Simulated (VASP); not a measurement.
# Ca (Fm-3m) in VASP: further runs, part 3 of 3

VASP 6.6.1. Earlier steps stand in the parts before.

### 4 Single point, PBE

INCAR

```
PREC = Accurate ; ENCUT = 520
EDIFF = 1E-7 ; ISMEAR = 0
SIGMA = 0.1 ; LREAL = F
LASPH = T ; NELM = 80
ALGO = Normal ; ISIF = 2
LWAVE = F ; LCHARG = T
GGA = PE ; LELF = T
LVHAR = T ; NBANDS = 11
```

KPOINTS

```
Automatic mesh
0
Gamma
  14 14 14
```

POSCAR

```
Ca
1.0
    0.0000000000      2.7614523960      2.7614523960
    2.7614523960      0.0000000000      2.7614523960
    2.7614523960      2.7614523960      0.0000000000
Ca
1
Direct
    0.0000000000      0.0000000000      0.0000000000
```

Potentials or basis: VASP PAW PBE potentials, release 64 (Ca_sv).

Started as:

```console
cat potpaw_PBE.64/Ca_sv/POTCAR > POTCAR
mpirun -np 1 vasp_std > vasp.out
```

OUTCAR:

```text
PREC = Accurate
   ENCUT = 520
   EDIFF = 1E-7
   ISMEAR = 0
   LREAL = F
   LASPH = T
   NELM = 80
   ISIF = 2
   GGA = PE

 ion  position               nearest neighbor table
   1  0.000  0.000  0.000-

  LATTYP: Found a face centered cubic cell.
 ALAT       =     5.5229047920

  Lattice vectors:

 A1 = (   0.0000000000,   2.7614523960,   2.7614523960)
 A2 = (   2.7614523960,   0.0000000000,   2.7614523960)
 A3 = (   2.7614523960,   2.7614523960,   0.0000000000)

Analysis of symmetry for initial positions (statically):
=====================================================================
 Subroutine PRICEL returns:
 Original cell was already a primitive cell.

 Routine SETGRP: Setting up the symmetry group for a
 face centered cubic supercell.

 Subroutine GETGRP returns: Found 48 space group operations
 (whereof 48 operations were pure point group operations)
 out of a pool of 48 trial point group operations.

The static configuration has the point symmetry O_h .

Analysis of symmetry for dynamics (positions and initial velocities):
=====================================================================
 Subroutine PRICEL returns:
 Original cell was already a primitive cell.

 Routine SETGRP: Setting up the symmetry group for a
 face centered cubic supercell.

 Subroutine GETGRP returns: Found 48 space group operations
 (whereof 48 operations were pure point group operations)
 out of a pool of 48 trial point group operations.

The dynamic configuration has the point symmetry O_h .

 Subroutine INISYM returns: Found 48 space group operations
 (whereof 48 operations are pure point group operations),
 and found     1 'primitive' translations

----------------------------------------------------------------------------------------

                                     Primitive cell
[... 112 lines left out ...]
  Thomas-Fermi vector in A             =   2.146928
   LORBIT       =      0    0 simple, 1 ext, 2 COOP (PROOUT), +10 PAW based schemes
   GGA     = PE    functional components
   LHFCALC =     F    Hartree Fock is set to
   AEXX    =    0.0000 exact exchange contribution
   IVDW    =     0    specifies the selected vdW correction
   LEPSILON=     F    determine dielectric tensor
   LRPA    =     F    only Hartree local field effects (RPA)
 non-spin polarized calculation
 Gauss-broadening in eV      SIGMA  =   0.10
  energy-cutoff  :      520.00
  volume of cell :       42.12
 maximum number of plane-waves:      1158
 NGX is ok and might be reduce to    30
   NGX = 15   NGY = 15   NGZ = 15

 number of electron      10.0000001 magnetization

 Free energy of the ion-electron system (eV)
  ---------------------------------------------------
  ext. energy  EPLUGINS =         0.00000000
  ---------------------------------------------------
  free energy    TOTEN  =        -1.93325015 eV

  energy without entropy =       -1.92623517  energy(sigma->0) =       -1.92974266

 E-fermi :   1.9607     XC(G=0):  -7.7421

 val. band max:        1.9472303982   @ k =  -0.4286   0.2143   0.0714
 cond. band min:       1.9900876793   @ k =  -0.3571   0.3571   0.0000
 fundamental gap:      0.0428572810
 Fermi energy:         1.9607108054

 k-point     1 :       0.0000    0.0000    0.0000
  band No.  band energies     occupation
      1     -40.0464      2.00000
      2     -20.9630      2.00000
      3     -20.9630      2.00000
      4     -20.9630      2.00000
      5      -2.0615      2.00000
      6       4.3070      0.00000
      7       4.3070      0.00000
      8       4.3070      0.00000
      9       5.3791      0.00000
     10       5.3791      0.00000
     11      11.0948      0.00000
[... 309 lines left out ...]
 k-point    24 :       0.2857    0.1429    0.0000
  band No.  band energies     occupation
      1     -40.0382      2.00000
      2     -21.0323      2.00000
      3     -20.9823      2.00000
      4     -20.9807      2.00000
      5      -0.8453      2.00000
      6       3.3437      0.00000
      7       4.2751      0.00000
      8       4.6203      0.00000
      9       5.0543      0.00000
     10       5.6798      0.00000
     11       9.6933      0.00000

 [... further k-points ...]

------------------------ aborting loop because EDIFF is reached ----------------------------------------

  FORCE on cell =-STRESS in cart. coord.  units (eV):
  Direction    XX          YY          ZZ          XY          YZ          ZX
  --------------------------------------------------------------------------------------
  -------------------------------------------------------------------------------------
  Total        0.0110140      0.0110140      0.0110140     -0.0000000     -0.0000000     -0.0000000
  in kB        0.4189978      0.4189978      0.4189978     -0.0000000     -0.0000000     -0.0000000
  external PRESSURE =       0.4189978 kB  Pullay stress =       0.0000000 kB

 VOLUME and BASIS-vectors are now :
 -----------------------------------------------------------------------------
  energy-cutoff  :      520.00
  volume of cell :       42.12
      direct lattice vectors                 reciprocal lattice vectors
     0.000000000  2.761452396  2.761452396    -0.181064139  0.181064139  0.181064139
     2.761452396  0.000000000  2.761452396     0.181064139 -0.181064139  0.181064139
     2.761452396  2.761452396  0.000000000     0.181064139  0.181064139 -0.181064139

 POSITION                                       TOTAL-FORCE (eV/Angst)
 -----------------------------------------------------------------------------------
      0.00000      0.00000      0.00000        -0.000000     -0.000000     -0.000000
 -----------------------------------------------------------------------------------
    total drift:                               -0.000000     -0.000000      0.000000

  FREE ENERGIE OF THE ION-ELECTRON SYSTEM (eV)
  ---------------------------------------------------
  free  energy   TOTEN  =        -1.9332501453 eV

  energy  without entropy=       -1.9262351711  energy(sigma->0) =       -1.92974266
```

OSZICAR:

```text
N       E                     dE             d eps       ncg     rms          rms(c)
DAV:   1     0.664234520602E+02    0.66423E+02   -0.50099E+03  2288   0.821E+02
DAV:   2    -0.381365475283E+00   -0.66805E+02   -0.66214E+02  2519   0.208E+02
DAV:   3    -0.186911330181E+01   -0.14877E+01   -0.14706E+01  3337   0.304E+01
DAV:   4    -0.194222822154E+01   -0.73115E-01   -0.72935E-01  3016   0.527E+00
DAV:   5    -0.194369816803E+01   -0.14699E-02   -0.14696E-02  3203   0.630E-01    0.220E+00
DAV:   6    -0.193587218816E+01    0.78260E-02   -0.11146E-02  2823   0.114E+00    0.134E+00
DAV:   7    -0.193366672240E+01    0.22055E-02   -0.16545E-02  2626   0.150E+00    0.102E-01
DAV:   8    -0.193323835933E+01    0.42836E-03   -0.19273E-03  2732   0.415E-01    0.228E-02
DAV:   9    -0.193325011253E+01   -0.11753E-04   -0.88786E-05  2958   0.805E-02    0.788E-03
DAV:  10    -0.193325065920E+01   -0.54667E-06   -0.69885E-06  3418   0.194E-02    0.109E-03
DAV:  11    -0.193325033054E+01    0.32865E-06   -0.23481E-07  3363   0.294E-03    0.174E-03
DAV:  12    -0.193325013947E+01    0.19107E-06   -0.23607E-08  1561   0.182E-03    0.120E-04
DAV:  13    -0.193325014526E+01   -0.57910E-08   -0.58682E-09  1393   0.708E-04
   1 F= -.19332501E+01 E0= -.19297427E+01  d E =-.701497E-02
```

Run time: 45 s. Hardware: 1 thread of Intel Xeon Platinum 8259CL at 2.50GHz (Skylake/Cascade Lake), shared host; peak memory 0.19 GiB.

What came out:

- Free energy: -1.9333 eV
- Pressure: 0.0 GPa
- Band gap on the k mesh: zero (band 5 reaches 2.12 eV, above the bottom of band 6 at 1.81 eV)

### 5 Relaxation of cell and atoms, PBE

This run uses another cell than the first one, of 32.12 Å³/atom, 0.763 times its volume.

INCAR

```
PREC = Accurate
ENCUT = 600
EDIFF = 1E-7
ISMEAR = 0
SIGMA = 0.01
LREAL = False
LASPH = True
NELM = 80
ALGO = Normal
ISIF = 3
LWAVE = False
LCHARG = False
GGA = PE
IBRION = 2
NSW = 80
EDIFFG = -0.01
```

KPOINTS

```
Automatic mesh
0
Gamma
  12 12 12
```

POSCAR

```
Ca
1.0
    0.0000000000      2.5230954306      2.5230954306
    2.5230954306      0.0000000000      2.5230954306
    2.5230954306      2.5230954306      0.0000000000
Ca
1
Direct
    0.0000000000      0.0000000000      0.0000000000
```

Started as:

```console
cat potpaw_PBE.64/Ca_sv/POTCAR > POTCAR
mpirun -np 1 vasp_std > vasp.out
```

Wall time 90 s (1 thread of Intel Xeon Platinum 8259CL at 2.50GHz (Skylake/Cascade Lake), shared host); peak memory 0.19 GiB.

The run converged. Its results:

```yaml
Free_energy: -1.9259 eV
Relaxed_volume: 42.25 Å³/atom
Relaxed_cell: a = 3.909 Å, b = 3.909 Å, c = 3.909 Å, α = 60.00°, β = 60.00°, γ = 60.00°
Space_group_after_relaxing_to_0.05_Å: Fm-3m (No. 225)
Energy_gained_by_relaxing: 185.2 meV/atom
Ionic_steps: 4
Pressure_after_relaxing: 0.0 GPa
Band_gap_on_the_k_mesh: zero (band 5 reaches 2.15 eV, above the bottom of band 6 at 1.79 eV)
```

Step by step:
```
step  energy change (eV)  largest force (eV/Å)  pressure (GPa)  volume (Å³)
   1              0.0000                0.0000            7.10        32.12
   2             -0.1716                0.0000            1.50        39.21
   3             -0.1850                0.0000            0.17        41.88
   4             -0.1852                0.0000            0.01        42.25
```

Final structure:
```
Ca
1.0
     0.00000    2.76441    2.76441
     2.76441    0.00000    2.76441
     2.76441    2.76441    0.00000
Ca
1
Direct
  0.00000 0.00000 0.00000
```

Levels at points of the mesh, in eV from the Fermi level:
```csv
k point,band 3,band 4,band 5,band 6,band 7,band 8
"(0.00, 0.00, 0.00)",-22.95,-22.95,-4.03,2.33,2.33,2.33
"(0.50, 0.00, 0.00)",-22.96,-22.96,-0.99,-0.17,2.22,2.22
"(0.50, 0.50, 0.00)",-23.00,-23.00,-0.46,0.57,0.96,4.08
```

Caveat: the volume moved by over 15 % at a fixed basis, so the end points are rough.

### 6 Overview

| task | cell | k mesh | cutoff (eV) | smearing | gap on the mesh (eV) | pressure (GPa) | relaxed volume (Å³/atom) |
| --- | --- | --- | --- | --- | --- | --- | --- |
| relaxation of cell and atoms | relaxed from a = 3.905 Å, angles 60.0°, 1 atom | 14 × 14 × 14 | 600 | gaussian 0.1 eV | none | 0.0 | 42.19 |
| single point | a = 3.905 Å, angles 60.0°, 1 atom | 12 × 12 × 12 | 520 | gaussian 0.01 eV | none | 0.1 | - |
| single point | a = 3.905 Å, angles 60.0°, 1 atom | 14 × 14 × 14 | 520 | gaussian 0.1 eV | none | 0.0 | - |
| relaxation of cell and atoms | relaxed from a = 3.568 Å, angles 60.0°, 1 atom | 12 × 12 × 12 | 600 | gaussian 0.01 eV | none | 0.0 | 42.25 |

Alike in all rows: level PBE; potentials or basis VASP PAW PBE potentials, release 64 (Ca_sv); no spin polarisation.

Caveats: the volume moved by over 15 % at a fixed basis, so the end points are rough (some runs).

Absolute energies hang on the potentials; compare differences alone.
